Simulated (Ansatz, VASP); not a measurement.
## SnO2 in VASP and in Ansatz

INCAR

```
PREC = Accurate
ENCUT = 520
EDIFF = 1E-6
ISMEAR = 0
SIGMA = 0.05
LREAL = F
LASPH = T
NELM = 80
ALGO = Normal
ISIF = 2
LWAVE = F
LCHARG = F
GGA = PS
NBANDS = 35
```

The input KPOINTS:

```
regular mesh
0
Gamma
  6 6 8
```

File POSCAR:

```
SnO2
1.0
    4.6890866457      0.0000000000      0.0000000000
    0.0000000000      4.6890866457      0.0000000000
    0.0000000000      0.0000000000      3.1577393212
Sn O
2 4
Direct
    0.0000000000      0.0000000000      0.0000000000
    0.5000000000      0.5000000000      0.5000000000
    0.2471788033      0.3654173315      0.0000000000
    0.2528211967      0.8654173315      0.5000000000
    0.7528211967      0.6345826685      0.0000000000
    0.7471788033      0.1345826685      0.5000000000
```

Input for Ansatz:

```yaml
crystal:
  lattice:
    - [4.6890866457, 0.0, 0.0]
    - [0.0, 4.6890866457, 0.0]
    - [0.0, 0.0, 3.1577393212]
  atoms:
    - { symbol: Sn, position: [0.0, 0.0, 0.0] }
    - { symbol: Sn, position: [0.5, 0.5, 0.5] }
    - { symbol: O, position: [0.2471788033, 0.3654173315, 0.0] }
    - { symbol: O, position: [0.2528211967, 0.8654173315, 0.5] }
    - { symbol: O, position: [0.7528211967, 0.6345826685, 0.0] }
    - { symbol: O, position: [0.7471788033, 0.1345826685, 0.5] }
basis:
  ecutwfc: 520.0
kpoints:
  mp_grid: { grid: [6, 6, 8] }
hamiltonian:
  xc: pbesol
  pseudopotentials: { kind: paw, azcp: { folder: soft_1 } }
scf:
  occupations: { method: gaussian, width: 0.05 }
output:
  forces: true
  stress: true
  eigenvalues: true
```

Change from the starting cell: mode 4 frozen in at -0.399 Å, equal normal strain along x, y and z -0.0167.

Alike in both runs: task single point; functional PBEsol; k mesh 6 × 6 × 8; occupations gaussian, width 0.05 eV; no spin polarisation.

```csv
,VASP,Ansatz
version,VASP 6.6.1,Ansatz 0.2.0
potentials or method,"VASP PAW PBE potentials, release 64 (Sn_d, O), cutoff 520 eV","scalar-relativistic, plane waves, PAW"
valence electrons in the cell,52,52
```

VASP gave:

* gap on the k mesh at the Fermi level (eV): 1.56
* least direct gap on the mesh (eV): 1.64
* pressure (GPa): 4.6
* traceless stress, the component that is largest in VASP (GPa): -1.47
* rms of the force components (eV/Å): 0.310

**Question.** What did Ansatz give for the same quantities?

**Answer.** gap on the k mesh at the Fermi level (eV): 1.56; least direct gap on the mesh (eV): 1.64; pressure (GPa): 3.8; traceless stress, the component that is largest in VASP (GPa): -1.42; rms of the force components (eV/Å): 0.321.

VASP's potentials were made for PBE, not for PBEsol, and Ansatz warns of the same on its side. Atom by atom the forces differ by 0.011 eV/Å (rms over components).
